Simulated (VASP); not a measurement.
A run of VASP 6.6.1 is set up as follows.

Contents of INCAR:

```
SYSTEM = HgTe
  PREC = Accurate
  ENCUT = 520
  EDIFF = 1E-8
  ISMEAR = -1
  SIGMA = 0.03
  LREAL = .FALSE.
  LASPH = .TRUE.
  NELM = 100
  ALGO = Normal
  ISIF = 2
  LWAVE = .FALSE.
  LCHARG = .FALSE.
  GGA = PE
  LEFG = .TRUE.
  NBANDS = 16
```

Contents of KPOINTS:

```
Automatic mesh
0
G
  11 11 11
  0 0 0
```

Contents of POSCAR:

```
HgTe
1.0
   -0.0644700000      3.1912650000      3.1912650000
    3.1912650000     -0.0644700000      3.1912650000
    3.1912650000      3.1912650000     -0.0644700000
Hg Te
1 1
Direct
    0.0000000000      0.0000000000      0.0000000000
    0.7500000000      0.7500000000      0.7500000000
```

Potentials or basis: VASP PAW PBE potentials, release 64 (Hg, Te).

Run with:

```bash
$ cat potpaw_PBE.64/Hg/POTCAR potpaw_PBE.64/Te/POTCAR > POTCAR
$ mpirun -np 1 vasp_std > vasp.out
```

Problem. What does it give for the pressure?

Solution. 4.2 GPa.

Problem. Estimate the band gap on the k mesh.

Solution. 0.11 eV, direct.

Problem. Predict the largest force.

Solution. 0.264 eV/Å.

Forces on the atoms (eV/Å):
```
Hg   0.152  0.152  0.152
Te  -0.152 -0.152 -0.152
```

Caveat: the cell differs from its parent crystal (equal xy, yz and zx shear strains of -2 %); without QUAD_EFG the Cq values of the log hold for a quadrupole moment of 1 mb, not for the nuclei; spin-orbit coupling is left out, which moves the levels of the heavy elements. A k mesh can miss the band edges.
